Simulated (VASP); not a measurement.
# KTaO3 (Pm-3m) in VASP: notebook

Runs on KTaO3. Level: PBE. Tasks: single point.

Everything below comes from runs of VASP 6.6.1. Logs are shortened: lines on timing, memory, paths and dates and some standing lists are left out, and cuts for length are marked.

## (1) The cell of the first run

It takes space group Pm-3m (No. 221, cubic). The conventional cell has a = 3.962 Å, b = 3.962 Å, c = 3.962 Å, α = 90.00°, β = 90.00°, γ = 90.00°. Ta (site symmetry m-3m) has 6 O at 1.98 Å within 2.6 Å. K (site symmetry m-3m) has 12 O at 2.80 Å and 8 Ta at 3.43 Å within 3.7 Å. Within 2.6 Å of O (site symmetry 4/mmm) lie 2 Ta at 1.98 Å.

## (2) Single point, PBE (volume scaled by 0.98)

The input, INCAR:

```
SYSTEM = KTaO3
PREC = Accurate
ENCUT = 520
EDIFF = 1E-6
ISMEAR = -1
SIGMA = 0.05
LREAL = .FALSE.
LASPH = .TRUE.
NELM = 100
ALGO = Normal
ISIF = 2
LWAVE = .FALSE.
LCHARG = .FALSE.
GGA = PE
NBANDS = 27
```

The input, KPOINTS:

```
regular mesh
0
G
  7 7 7
  0 0 0
```

The input, POSCAR:

```
KTaO3
1.0
    3.9615320794      0.0000000000      0.0000000000
    0.0000000000      3.9615320794      0.0000000000
    0.0000000000      0.0000000000      3.9615320794
Ta K O
1 1 3
Direct
    0.0000000000      0.0000000000      0.0000000000
    0.5000000000      0.5000000000      0.5000000000
    0.0000000000      0.0000000000      0.5000000000
    0.0000000000      0.5000000000      0.0000000000
    0.5000000000      0.0000000000      0.0000000000
```

Potentials or basis: VASP PAW PBE potentials, release 64 (Ta_pv, K_sv, O).

Launch:

```
$ cat potpaw_PBE.64/Ta_pv/POTCAR potpaw_PBE.64/K_sv/POTCAR potpaw_PBE.64/O/POTCAR > POTCAR
$ mpirun -np 1 vasp_std > vasp.out
```

OUTCAR:

```text
SYSTEM = KTaO3
   PREC = Accurate
   ENCUT = 520
   EDIFF = 1E-6
   ISMEAR = -1
   LREAL = .FALSE.
   LASPH = .TRUE.
   NELM = 100
   ISIF = 2
   GGA = PE

 ion  position               nearest neighbor table
   1  0.000  0.000  0.000-   3 1.98   4 1.98   5 1.98   3 1.98   4 1.98   5 1.98   2 3.43   2 3.43
                             2 3.43   2 3.43   2 3.43   2 3.43   2 3.43   2 3.43
   2  0.500  0.500  0.500-   3 2.80   4 2.80   5 2.80   4 2.80   5 2.80   3 2.80   5 2.80   5 2.80
                             3 2.80   4 2.80   4 2.80   3 2.80   1 3.43   1 3.43   1 3.43   1 3.43
   3  0.000  0.000  0.500-   1 1.98   1 1.98   2 2.80   2 2.80   2 2.80   2 2.80
   4  0.000  0.500  0.000-   1 1.98   1 1.98   2 2.80   2 2.80   2 2.80   2 2.80
   5  0.500  0.000  0.000-   1 1.98   1 1.98   2 2.80   2 2.80   2 2.80   2 2.80

  LATTYP: Found a simple cubic cell.
 ALAT       =     3.9615320794

  Lattice vectors:

 A1 = (   3.9615320794,   0.0000000000,   0.0000000000)
 A2 = (   0.0000000000,   3.9615320794,   0.0000000000)
 A3 = (   0.0000000000,   0.0000000000,   3.9615320794)

Analysis of symmetry for initial positions (statically):
=====================================================================
 Subroutine PRICEL returns:
 Original cell was already a primitive cell.

 Routine SETGRP: Setting up the symmetry group for a
 simple cubic supercell.

 Subroutine GETGRP returns: Found 48 space group operations
 (whereof 48 operations were pure point group operations)
 out of a pool of 48 trial point group operations.

The static configuration has the point symmetry O_h .

Analysis of symmetry for dynamics (positions and initial velocities):
=====================================================================
 Subroutine PRICEL returns:
 Original cell was already a primitive cell.

 Routine SETGRP: Setting up the symmetry group for a
 simple cubic supercell.

 Subroutine GETGRP returns: Found 48 space group operations
 (whereof 48 operations were pure point group operations)
 out of a pool of 48 trial point group operations.

The dynamic configuration has the point symmetry O_h .

 Subroutine INISYM returns: Found 48 space group operations
 (whereof 48 operations are pure point group operations),
 and found     1 'primitive' translations

----------------------------------------------------------------------------------------

[... 93 lines left out ...]
   EDIFF  = 0.1E-05   stopping-criterion for ELM
   LREAL  =      F    real-space projection
   EDIFFG = 0.1E-04   stopping-criterion for IOM
   NSW    =      0    number of steps for IOM
   IBRION =     -1    ionic relax: 0-MD 1-quasi-New 2-CG
   NFREE  =      0    steps in history (QN), initial steepest desc. (CG)
   ISIF   =      2    stress and relaxation
   ISYM   =      2    0-nonsym 1-usesym 2-fastsym
   POTIM  = 0.5000    time-step for ionic-motion
   TEBEG  =    0.0;   TEEND  =   0.0 temperature during run
   PSTRESS=    0.0 pullay stress
   NELECT =      38.0000    total number of electrons
   NUPDOWN=      -1.0000    fix difference up-down
   EMIN   =  10.00;   EMAX   =-10.00  energy-range for DOS
   EFERMI =   0.00;   METHOD = LEGACY
   ISMEAR =    -1;   SIGMA  =   0.05  broadening in eV -4-tet -1-fermi 0-gaus
   EFERMI_NEDOS =   21; number of points for ismear=-14 and -15
   IALGO  =     38    algorithm
   IMIX   =      4    mixing-type and parameters
     AMIX     =   0.40;   BMIX     =  1.00
     AMIX_MAG =   1.60;   BMIX_MAG =  1.00
  volume/ion in A,a.u.               =      12.43        83.91
  Fermi-wavevector in a.u.,A,eV,Ry     =   1.389332  2.625458 26.262574  1.930245
  Thomas-Fermi vector in A             =   2.513373
   LORBIT       =      0    0 simple, 1 ext, 2 COOP (PROOUT), +10 PAW based schemes
   GGA     = PE    functional components
   LHFCALC =     F    Hartree Fock is set to
   AEXX    =    0.0000 exact exchange contribution
   IVDW    =     0    specifies the selected vdW correction
   LEPSILON=     F    determine dielectric tensor
   LRPA    =     F    only Hartree local field effects (RPA)
 non-spin polarized calculation
  energy-cutoff  :      520.00
  volume of cell :       62.17
 maximum number of plane-waves:      1743
 NGX is ok and might be reduce to    30
   NGX = 15   NGY = 15   NGZ = 15

 number of electron      37.9999980 magnetization

 Free energy of the ion-electron system (eV)
  ---------------------------------------------------
  ext. energy  EPLUGINS =         0.00000000
  ---------------------------------------------------
  free energy    TOTEN  =       -40.96234426 eV

  energy without entropy =      -40.96234426  energy(sigma->0) =      -40.96234426

 E-fermi :   3.0907     XC(G=0): -10.9795

 val. band max:        1.8819247522   @ k =   0.4286   0.4286   0.4286
 cond. band min:       4.1617635095   @ k =   0.0000   0.0000   0.0000
 fundamental gap:      2.2798387574
 Fermi energy:         3.0906584572

 k-point     1 :       0.0000    0.0000    0.0000
  band No.  band energies     occupation
      1     -32.0909      2.00000
      2     -32.0909      2.00000
      3     -32.0909      2.00000
      4     -25.3649      2.00000
      5     -15.6836      2.00000
      6     -14.9718      2.00000
[... 589 lines left out ...]
     26      13.1481      0.00000
     27      13.9869      0.00000

------------------------ aborting loop because EDIFF is reached ----------------------------------------

  FORCE on cell =-STRESS in cart. coord.  units (eV):
  Direction    XX          YY          ZZ          XY          YZ          ZX
  --------------------------------------------------------------------------------------
  -------------------------------------------------------------------------------------
  Total        4.1258237      4.1258237      4.1258237      0.0000000      0.0000000     -0.0000000
  in kB      106.3241014    106.3241014    106.3241014      0.0000000      0.0000000     -0.0000000
  external PRESSURE =     106.3241014 kB  Pullay stress =       0.0000000 kB

 VOLUME and BASIS-vectors are now :
 -----------------------------------------------------------------------------
  energy-cutoff  :      520.00
  volume of cell :       62.17
      direct lattice vectors                 reciprocal lattice vectors
     3.961532079  0.000000000  0.000000000     0.252427591  0.000000000  0.000000000
     0.000000000  3.961532079  0.000000000     0.000000000  0.252427591  0.000000000
     0.000000000  0.000000000  3.961532079     0.000000000  0.000000000  0.252427591

 POSITION                                       TOTAL-FORCE (eV/Angst)
 -----------------------------------------------------------------------------------
      0.00000      0.00000      0.00000         0.000000      0.000000      0.000000
      1.98077      1.98077      1.98077         0.000000      0.000000      0.000000
      0.00000      0.00000      1.98077         0.000000      0.000000      0.000000
      0.00000      1.98077      0.00000         0.000000      0.000000      0.000000
      1.98077      0.00000      0.00000         0.000000      0.000000      0.000000
 -----------------------------------------------------------------------------------
    total drift:                                0.000000     -0.000000      0.000000

  FREE ENERGIE OF THE ION-ELECTRON SYSTEM (eV)
  ---------------------------------------------------
  free  energy   TOTEN  =       -40.9623442577 eV

  energy  without entropy=      -40.9623442577  energy(sigma->0) =      -40.96234426
```

OSZICAR:

```text
N       E                     dE             d eps       ncg     rms          rms(c)
DAV:   1     0.329281513092E+03    0.32928E+03   -0.20691E+04  1080   0.142E+03
DAV:   2    -0.294337921255E+02   -0.35872E+03   -0.34780E+03  1306   0.410E+02
DAV:   3    -0.486497644159E+02   -0.19216E+02   -0.19130E+02  1436   0.929E+01
DAV:   4    -0.494490716122E+02   -0.79931E+00   -0.79816E+00  1832   0.115E+01
DAV:   5    -0.494528776431E+02   -0.38060E-02   -0.38057E-02  1385   0.829E-01    0.354E+01
DAV:   6    -0.411567830973E+02    0.82961E+01   -0.34013E+01  1260   0.400E+01    0.136E+01
DAV:   7    -0.410238016074E+02    0.13298E+00   -0.16444E+00  1427   0.826E+00    0.960E+00
DAV:   8    -0.409806633157E+02    0.43138E-01   -0.36652E-01  1267   0.505E+00    0.302E+00
DAV:   9    -0.409636193338E+02    0.17044E-01   -0.32539E-02  1275   0.140E+00    0.468E-01
DAV:  10    -0.409623094918E+02    0.13098E-02   -0.12055E-02  1479   0.707E-01    0.788E-02
DAV:  11    -0.409623138107E+02   -0.43190E-05   -0.72565E-04  1482   0.172E-01    0.310E-02
DAV:  12    -0.409623410243E+02   -0.27214E-04   -0.44200E-05  1456   0.555E-02    0.114E-02
DAV:  13    -0.409623443648E+02   -0.33405E-05   -0.44634E-06  1393   0.165E-02    0.595E-03
DAV:  14    -0.409623442577E+02    0.10709E-06   -0.11600E-06  1024   0.666E-03
   1 F= -.40962344E+02 E0= -.40962344E+02  d E =-.338101E-10
```

stdout:

```text
POSCAR found type information on POSCAR TaK O
 POSCAR found :  3 types and       5 ions
 scaLAPACK will be used
 LDA part: xc-table for (Slater+PW92), standard interpolation
 POSCAR, INCAR and KPOINTS ok, starting setup
 FFT: planning ... GRIDC
 FFT: planning ... GRID_SOFT
 FFT: planning ... GRID
 WAVECAR not read
 entering main loop
```

Run time: 30 s. Hardware: 1 thread of Intel Xeon Platinum 8488C (Sapphire Rapids), shared host; peak memory 0.18 GiB.

What came out:

* Free energy: -40.9623 eV
* Pressure: 10.6 GPa
* Band gap on the k mesh: 2.28 eV, indirect (least direct gap 2.83 eV)

Levels at points of the mesh, in eV from the valence-band top:
| k point | band 16 | band 17 | band 18 | band 19 | band 20 | band 21 | band 22 | band 23 |
| --- | --- | --- | --- | --- | --- | --- | --- | --- |
| (0.00, 0.00, 0.00) | -1.03 | -0.55 | -0.55 | -0.55 | 2.28 | 2.28 | 2.28 | 6.85 |

Caveat: spin-orbit coupling is left out, which moves the levels of the heavy elements. A k mesh can miss the band edges.

(Part 1 of 2 ends here.)
